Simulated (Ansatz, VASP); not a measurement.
# C in VASP and in Ansatz

```
C
1.0
     0.00000    1.78337    1.78337
     1.78337    0.00000    1.78337
     1.78337    1.78337    0.00000
C
2
Direct
  0.98921 0.00794 0.99453
  0.26079 0.24206 0.25547
```

Alike in both runs: task single point; functional PBEsol; k mesh 5 × 5 × 5; no spin polarisation.

|  | VASP | Ansatz |
| --- | --- | --- |
| version | VASP 6.6.1 | Ansatz 0.2.0 |
| potentials or method | VASP PAW PBE potentials, release 64 (C) | plane waves, PAW |
| plane-wave cutoff (eV) | 600 | 420 |
| occupations | fermi-dirac, width 0.1 eV | fermi-dirac |
| valence electrons in the cell | 8 | 8 |

|  | VASP | Ansatz | Ansatz less VASP |
| --- | --- | --- | --- |
| rms of the force components (eV/Å) | 1.304 | 1.296 | -0.0081 |

VASP's potentials were made for PBE, not for PBEsol. Atom by atom the forces differ by 0.008 eV/Å (rms over components).

The k mesh is coarse, so the values compare programs but aren't converged.
